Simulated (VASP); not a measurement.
# SiGe (P6_3mc) in VASP: a series of runs

The runs below take SiGe through single point, with PBEsol.

All numbers are computed with VASP 6.6.1; they aren't measurements. Logs are shortened: lines on timing, memory, paths and dates and some standing lists are left out, and cuts for length are marked.

## Step 1: The cell of the first run

Symmetry: P6_3mc, No. 186, hexagonal system. Conventional cell: a = 3.901 Å, b = 3.901 Å, c = 6.443 Å, α = 90.00°, β = 90.00°, γ = 120.00°. Si (site symmetry 3m) has 4 Ge at 2.39 to 2.41 Å within 3.2 Å. Within 3.2 Å of Ge (site symmetry 3m) lie 4 Si at 2.39 to 2.41 Å.

## Step 2: Single point, PBEsol

The input, INCAR:

```
SYSTEM = SiGe
  ALGO = Normal
  EDIFF = 1E-7
  ENCUT = 520
  GGA = PS
  ISIF = 2
  ISMEAR = 0
  LASPH = .True.
  LCHARG = .True.
  LELF = .True.
  LREAL = .False.
  LVHAR = .True.
  LWAVE = .False.
  NBANDS = 26
  NELM = 100
  PREC = Accurate
  SIGMA = 0.02
```

The input, KPOINTS:

```
k-points
0
Gamma
  12 12 6
  0 0 0
```

The input, POSCAR:

```
SiGe
1.0
    3.9005968973      0.0000000000      0.0000000000
   -1.9502984486      3.3780160030      0.0000000000
    0.0000000000      0.0000000000      6.4433927765
Si Ge
2 2
Direct
    0.6666666667      0.3333333333      0.8745463422
    0.3333333333      0.6666666667      0.3745463422
    0.6666666667      0.3333333333      0.5004526578
    0.3333333333      0.6666666667      0.0004526578
```

Potentials or basis: VASP PAW PBE potentials, release 64 (Si, Ge_d).

Launch:

```
cat potpaw_PBE.64/Si/POTCAR potpaw_PBE.64/Ge_d/POTCAR > POTCAR
mpirun -np 1 vasp_std > vasp.out
```

OUTCAR:

```text
SYSTEM = SiGe
   EDIFF = 1E-7
   ENCUT = 520
   GGA = PS
   ISIF = 2
   ISMEAR = 0
   LASPH = .True.
   LREAL = .False.
   NELM = 100
   PREC = Accurate

 ion  position               nearest neighbor table
   1  0.667  0.333  0.875-   4 2.39   4 2.39   4 2.39   3 2.41
   2  0.333  0.667  0.375-   3 2.39   3 2.39   3 2.39   4 2.41
   3  0.667  0.333  0.500-   2 2.39   2 2.39   2 2.39   1 2.41
   4  0.333  0.667  0.000-   1 2.39   1 2.39   1 2.39   2 2.41

  LATTYP: Found a hexagonal cell.
 ALAT       =     3.9005968973
 C/A-ratio  =     1.6518991698

  Lattice vectors:

 A1 = (   3.9005968973,   0.0000000000,   0.0000000000)
 A2 = (  -1.9502984486,   3.3780160030,   0.0000000000)
 A3 = (   0.0000000000,   0.0000000000,   6.4433927765)

Analysis of symmetry for initial positions (statically):
=====================================================================
 Subroutine PRICEL returns:
 Original cell was already a primitive cell.

 Routine SETGRP: Setting up the symmetry group for a
 hexagonal supercell.

 Subroutine GETGRP returns: Found 12 space group operations
 (whereof  6 operations were pure point group operations)
 out of a pool of 24 trial point group operations.

The static configuration has the point symmetry C_3v.
 The point group associated with its full space group is C_6v.

Analysis of symmetry for dynamics (positions and initial velocities):
=====================================================================
 Subroutine PRICEL returns:
 Original cell was already a primitive cell.

 Routine SETGRP: Setting up the symmetry group for a
 hexagonal supercell.

 Subroutine GETGRP returns: Found 12 space group operations
 (whereof  6 operations were pure point group operations)
 out of a pool of 24 trial point group operations.

The dynamic configuration has the point symmetry C_3v.
 The point group associated with its full space group is C_6v.

 Subroutine INISYM returns: Found 12 space group operations
 (whereof  6 operations are pure point group operations),
 and found     1 'primitive' translations

----------------------------------------------------------------------------------------

                                     Primitive cell

  volume of cell :      84.8999

  direct lattice vectors                    reciprocal lattice vectors
     3.900596897  0.000000000  0.000000000     0.256371019  0.148015877  0.000000000
    -1.950298449  3.378016003  0.000000000     0.000000000  0.296031753  0.000000000
     0.000000000  0.000000000  6.443392776     0.000000000  0.000000000  0.155197740

  length of vectors
     3.900596897  3.900596897  6.443392776     0.296031753  0.296031753  0.155197740

  position of ions in fractional coordinates (direct lattice)
     0.666666667  0.333333333  0.874546342
     0.333333333  0.666666667  0.374546342
     0.666666667  0.333333333  0.500452658
     0.333333333  0.666666667  0.000452658

  ion indices of the primitive-cell ions
   primitive index   ion index
                 1           1
                 2           2
                 3           3
                 4           4

----------------------------------------------------------------------------------------

 KPOINTS: k-points

Automatic generation of k-mesh.
 Grid dimensions read from file:
 generate k-points for:   12   12    6

 Generating k-lattice:

  Cartesian coordinates                     Fractional coordinates (reciprocal lattice)
     0.021364252  0.012334656  0.000000000     0.083333333  0.000000000  0.000000000
     0.000000000  0.024669313  0.000000000     0.000000000  0.083333333  0.000000000
     0.000000000  0.000000000  0.025866290     0.000000000  0.000000000  0.166666667

  Length of vectors
     0.024669313  0.024669313  0.025866290

  Shift w.r.t. Gamma in fractional coordinates (k-lattice)
     0.000000000  0.000000000  0.000000000

 Subroutine IBZKPT returns following result:
 ===========================================

 Found     76 irreducible k-points:

 Following reciprocal coordinates:
            Coordinates               Weight
  0.000000  0.000000  0.000000      1.000000
  0.083333  0.000000  0.000000      6.000000
  0.166667  0.000000  0.000000      6.000000
  0.250000  0.000000  0.000000      6.000000
  0.333333  0.000000  0.000000      6.000000
  0.416667  0.000000  0.000000      6.000000
[... 16 lines left out ...]
  0.250000  0.000000  0.166667     12.000000
  0.333333  0.000000  0.166667     12.000000
 [... further k-points ...]
   k-points           NKPTS =     76   k-points in BZ     NKDIM =     76   number of bands    NBANDS=     26
   number of dos      NEDOS =    301   number of ions     NIONS =      4
   total plane-waves  NPLWV =  43200
   dimension x,y,z NGX =    30 NGY =   30 NGZ =   48
   dimension x,y,z NGXF=    60 NGYF=   60 NGZF=   96
   ions per type =               2   2
   NGX,Y,Z   is equivalent  to a cutoff of  12.79, 12.79, 12.38 a.u.
   NGXF,Y,Z  is equivalent  to a cutoff of  25.57, 25.57, 24.77 a.u.
 SYSTEM =  SiGe
   PREC   = accura    normal or accurate (medium, high low for compatibility)
   ISTART =      0    job   : 0-new  1-cont  2-samecut
   ICHARG =      2    charge: 1-file 2-atom 10-const
   ISPIN  =      1    spin polarized calculation?
   LNONCOLLINEAR =      F non collinear calculations
   LSORBIT =      F    spin-orbit coupling
   LASPH  =      T    aspherical Exc in radial PAW
   ENCUT  =  520.0 eV  38.22 Ry    6.18 a.u.   7.25  7.25 11.98*2*pi/ulx,y,z
   NELM   =    100;   NELMIN=  2; NELMDL= -5     # of ELM steps
   EDIFF  = 0.1E-06   stopping-criterion for ELM
   LREAL  =      F    real-space projection
   EDIFFG = 0.1E-05   stopping-criterion for IOM
   NSW    =      0    number of steps for IOM
   IBRION =     -1    ionic relax: 0-MD 1-quasi-New 2-CG
   NFREE  =      0    steps in history (QN), initial steepest desc. (CG)
   ISIF   =      2    stress and relaxation
   ISYM   =      2    0-nonsym 1-usesym 2-fastsym
   POTIM  = 0.5000    time-step for ionic-motion
   TEBEG  =    0.0;   TEEND  =   0.0 temperature during run
   PSTRESS=    0.0 pullay stress
   NELECT =      36.0000    total number of electrons
   NUPDOWN=      -1.0000    fix difference up-down
   EMIN   =  10.00;   EMAX   =-10.00  energy-range for DOS
   EFERMI =   0.00;   METHOD = LEGACY
   ISMEAR =     0;   SIGMA  =   0.02  broadening in eV -4-tet -1-fermi 0-gaus
   EFERMI_NEDOS =   21; number of points for ismear=-14 and -15
   IALGO  =     38    algorithm
   IMIX   =      4    mixing-type and parameters
     AMIX     =   0.40;   BMIX     =  1.00
     AMIX_MAG =   1.60;   BMIX_MAG =  1.00
  volume/ion in A,a.u.               =      21.22       143.23
  Fermi-wavevector in a.u.,A,eV,Ry     =   1.229910  2.324192 20.581230  1.512678
  Thomas-Fermi vector in A             =   2.364779
   LORBIT       =      0    0 simple, 1 ext, 2 COOP (PROOUT), +10 PAW based schemes
   GGA     = PS    functional components
   LHFCALC =     F    Hartree Fock is set to
   AEXX    =    0.0000 exact exchange contribution
   IVDW    =     0    specifies the selected vdW correction
   LEPSILON=     F    determine dielectric tensor
   LRPA    =     F    only Hartree local field effects (RPA)
 non-spin polarized calculation
 Gauss-broadening in eV      SIGMA  =   0.02
  energy-cutoff  :      520.00
  volume of cell :       84.90
 maximum number of plane-waves:      2316
 NGX is ok and might be reduce to    30
   NGX = 15   NGY = 15   NGZ = 23

 number of electron      35.9999968 magnetization

 Free energy of the ion-electron system (eV)
  ---------------------------------------------------
  ext. energy  EPLUGINS =         0.00000000
  ---------------------------------------------------
  free energy    TOTEN  =       -21.26127956 eV

  energy without entropy =      -21.26127956  energy(sigma->0) =      -21.26127956

 E-fermi :   5.6723     XC(G=0):  -9.8804

 val. band max:        5.5574492179   @ k =   0.0000   0.0000   0.0000
 cond. band min:       5.9052423299   @ k =   0.5000   0.0000   0.0000
 fundamental gap:      0.3477931120
 Fermi energy:         5.6722501054

 k-point     1 :       0.0000    0.0000    0.0000
  band No.  band energies     occupation
      1     -18.9677      2.00000
      2     -18.9676      2.00000
      3     -18.9644      2.00000
      4     -18.9644      2.00000
      5     -18.9615      2.00000
      6     -18.9615      2.00000
[... 18 lines left out ...]
     25       9.8340      0.00000
     26      11.9897      0.00000

 k-point     2 :       0.0833    0.0000    0.0000
  band No.  band energies     occupation
      1     -18.9677      2.00000
      2     -18.9673      2.00000
      3     -18.9645      2.00000
      4     -18.9640      2.00000
      5     -18.9613      2.00000
      6     -18.9610      2.00000
[... 18 lines left out ...]
     25      10.1480      0.00000
     26      11.4645      0.00000

 k-point     3 :       0.1667    0.0000    0.0000
  band No.  band energies     occupation
      1     -18.9682      2.00000
      2     -18.9663      2.00000
      3     -18.9648      2.00000
      4     -18.9630      2.00000
      5     -18.9605      2.00000
      6     -18.9598      2.00000
[... 18 lines left out ...]
     25      10.7359      0.00000
     26      10.9663      0.00000

 k-point     4 :       0.2500    0.0000    0.0000
  band No.  band energies     occupation
      1     -18.9692      2.00000
      2     -18.9657      2.00000
      3     -18.9646      2.00000
      4     -18.9618      2.00000
      5     -18.9592      2.00000
      6     -18.9582      2.00000
[... 18 lines left out ...]
     25      12.0360      0.00000
     26      12.0622      0.00000
[... 496 lines left out ...]
      1     -18.9682      2.00000
      2     -18.9668      2.00000
      3     -18.9642      2.00000
      4     -18.9628      2.00000
      5     -18.9608      2.00000
      6     -18.9600      2.00000
[... 18 lines left out ...]
     25      10.7498      0.00000
     26      11.1437      0.00000

 k-point    23 :       0.2500    0.0000    0.1667
  band No.  band energies     occupation
      1     -18.9691      2.00000
      2     -18.9666      2.00000
      3     -18.9636      2.00000
      4     -18.9615      2.00000
      5     -18.9594      2.00000
      6     -18.9584      2.00000
[... 18 lines left out ...]
     25      11.7757      0.00000
     26      11.8293      0.00000

 k-point    24 :       0.3333    0.0000    0.1667
  band No.  band energies     occupation
      1     -18.9702      2.00000
      2     -18.9670      2.00000
      3     -18.9625      2.00000
      4     -18.9605      2.00000
      5     -18.9580      2.00000
      6     -18.9568      2.00000
[... 18 lines left out ...]
     25      12.5617      0.00000
     26      12.9682      0.00000

 [... further k-points ...]

------------------------ aborting loop because EDIFF is reached ----------------------------------------

  FORCE on cell =-STRESS in cart. coord.  units (eV):
  Direction    XX          YY          ZZ          XY          YZ          ZX
  --------------------------------------------------------------------------------------
  -------------------------------------------------------------------------------------
  Total       -0.0150567     -0.0150567     -0.0104973     -0.0000000      0.0000000      0.0000000
  in kB       -0.2841403     -0.2841403     -0.1980982     -0.0000000      0.0000000      0.0000000
  external PRESSURE =      -0.2554596 kB  Pullay stress =       0.0000000 kB

 VOLUME and BASIS-vectors are now :
 -----------------------------------------------------------------------------
  energy-cutoff  :      520.00
  volume of cell :       84.90
      direct lattice vectors                 reciprocal lattice vectors
     3.900596897  0.000000000  0.000000000     0.256371019  0.148015877  0.000000000
    -1.950298449  3.378016003  0.000000000     0.000000000  0.296031753  0.000000000
     0.000000000  0.000000000  6.443392776     0.000000000  0.000000000  0.155197740

 POSITION                                       TOTAL-FORCE (eV/Angst)
 -----------------------------------------------------------------------------------
      1.95030      1.12601      5.63505         0.000000     -0.000000     -0.000615
     -0.00000      2.25201      2.41335        -0.000000      0.000000     -0.000615
      1.95030      1.12601      3.22461         0.000000     -0.000000      0.000615
     -0.00000      2.25201      0.00292        -0.000000     -0.000000      0.000615
 -----------------------------------------------------------------------------------
    total drift:                                0.000000      0.000000      0.001131

  FREE ENERGIE OF THE ION-ELECTRON SYSTEM (eV)
  ---------------------------------------------------
  free  energy   TOTEN  =       -21.2612795596 eV

  energy  without entropy=      -21.2612795596  energy(sigma->0) =      -21.26127956
```

Wall time 2.5 min (1 thread of Intel Xeon 8259CL, shared host); peak memory 0.28 GiB.

Results:

```yaml
Free_energy: -21.2613 eV
Pressure: 0.0 GPa
Band_gap_on_the_k_mesh: 0.35 eV (least direct gap 0.41 eV)
```

Caveat: semilocal functionals underestimate gaps, and a narrow one can read as zero; the PAW data sets were made with another functional, which shifts forces and pressure a little. A k mesh can miss the band edges.

## Step 3: Single point, PBEsol

INCAR is that of step 2.

KPOINTS is that of step 2.

The input, POSCAR:

```
SiGe
1.0
    3.9005968995      0.0000000000      0.0000000000
   -1.9502984498      3.3780160049      0.0000000000
    0.0000000000      0.0000000000      6.4433927775
Si Ge
2 2
Direct
    0.6666666667      0.3333333333      0.8745463424
    0.3333333333      0.6666666667      0.3745463424
    0.6666666667      0.3333333333      0.5004526576
    0.3333333333      0.6666666667      0.0004526576
```

Potentials or basis: VASP PAW PBE potentials, release 64 (Si, Ge_d).

Launch:

```
cat potpaw_PBE.64/Si/POTCAR potpaw_PBE.64/Ge_d/POTCAR > POTCAR
mpirun -np 1 vasp_std > vasp.out
```

It took 2.5 min on 1 thread of Intel Xeon 8259CL, shared host; peak memory 0.28 GiB.

It converged, with:

```yaml
Free_energy: -21.2613 eV
Pressure: 0.0 GPa
Band_gap_on_the_k_mesh: 0.35 eV (least direct gap 0.41 eV)
```

Levels at points of the mesh, in eV from the valence-band top:
```csv
k point,band 16,band 17,band 18,band 19,band 20,band 21
"(0.00, 0.00, 0.00)",-0.32,0.00,0.00,0.41,1.49,2.03
"(0.50, 0.00, 0.00)",-3.18,-3.04,-1.53,0.35,1.97,3.19
"(0.00, 0.00, 0.50)",-0.97,-0.97,-0.97,1.21,1.21,3.08
"(0.50, 0.00, 0.50)",-2.61,-2.53,-2.53,0.62,0.62,1.77
```

Caveat: semilocal functionals underestimate gaps, and a narrow one can read as zero; the PAW data sets were made with another functional, which shifts forces and pressure a little.

## Step 4: Single point, PBEsol (equal strain along all axes, cell held: +3.0 %, then relaxed in part)

The input, INCAR:

```
PREC = Accurate
ENCUT = 520
EDIFF = 1E-6
ISMEAR = 0
SIGMA = 0.02
LREAL = False
LASPH = True
NELM = 80
ALGO = Normal
ISIF = 2
LWAVE = False
LCHARG = False
GGA = PS
NBANDS = 26
```

The input, KPOINTS:

```
Automatic mesh
0
Gamma
  12 12 6
```

The input, POSCAR:

```
SiGe
1.0
    4.0176148143      0.0000000000      0.0000000000
   -2.0088074071      3.4793564918      0.0000000000
    0.0000000000      0.0000000000      6.6366945583
Si Ge
2 2
Direct
    0.6666666667      0.3333333333      0.8747673200
    0.3333333333      0.6666666667      0.3747673200
    0.6666666667      0.3333333333      0.5002316800
    0.3333333333      0.6666666667      0.0002316800
```

Launch:

```
cat potpaw_PBE.64/Si/POTCAR potpaw_PBE.64/Ge_d/POTCAR > POTCAR
mpirun -np 1 vasp_std > vasp.out
```

Run time: 72 s. Hardware: 1 thread of Intel Xeon 6975P-C (Granite Rapids), shared host; peak memory 0.3 GiB.

It converged, with:

- Free energy: -21.1047 eV
- Pressure: -5.9 GPa
- Band gap on the k mesh: 0.17 eV

Stress tensor (GPa, compression positive):
```
-5.83  0.00  0.00
 0.00 -5.83  0.00
 0.00  0.00 -5.96
```

Levels at points of the mesh, in eV from the valence-band top:
| k point | band 16 | band 17 | band 18 | band 19 | band 20 | band 21 |
| --- | --- | --- | --- | --- | --- | --- |
| (0.00, 0.00, 0.00) | -0.25 | 0.00 | 0.00 | 0.17 | 0.68 | 2.07 |
| (0.50, 0.00, 0.00) | -2.89 | -2.69 | -1.40 | 0.48 | 1.75 | 3.24 |
| (0.00, 0.00, 0.50) | -0.87 | -0.87 | -0.87 | 0.92 | 0.92 | 3.06 |
| (0.50, 0.00, 0.50) | -2.39 | -2.29 | -2.29 | 0.59 | 0.59 | 1.89 |

Caveat: the cell differs from its parent crystal (equal strain along all axes, cell held: +3.0 %, then relaxed in part); the cell stands under tension; semilocal functionals underestimate gaps, and a narrow one can read as zero; the PAW data sets were made with another functional, which shifts forces and pressure a little.
